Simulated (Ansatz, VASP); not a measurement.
**P in VASP and in Ansatz**

```
P
1.0
     1.68006   -5.57222    0.00000
     1.68006    5.57222    0.00000
     0.00000    0.00000    4.63275
P
4
Direct
  0.90414 0.09586 0.58882
  0.09586 0.90414 0.41118
  0.59586 0.40414 0.08882
  0.40414 0.59586 0.91118
```

Change from the starting cell: volume scaled by 1.06.

Alike in both runs: task single point; functional LDA; k mesh 8 × 8 × 6; occupations fermi-dirac, width 0.05 eV; no spin polarisation.

|  | VASP | Ansatz |
| --- | --- | --- |
| version | VASP 6.6.1 | Ansatz 0.2.0 |
| potentials or method | VASP PAW LDA potentials, release 64 (P), cutoff 520 eV | all-electron LAPW, scalar-relativistic |

```csv
,VASP,Ansatz,Ansatz less VASP
gap on the k mesh at the Fermi level (eV),0.09,0.08,-0.007
least direct gap on the mesh (eV),0.09,0.08,-0.007
pressure (GPa),-5.9,-5.7,+0.27
"traceless stress, the component that is largest in VASP (GPa)",-1.51,-1.49,+0.024
rms of the force components (eV/Å),0.197,0.178,-0.0190
```

LDA's correlation is that of Perdew and Zunger in VASP and of Perdew and Wang (1992) in Ansatz. Atom by atom the forces differ by 0.022 eV/Å (rms over components). Ansatz ran all-electron here, and VASP with PAW potentials.
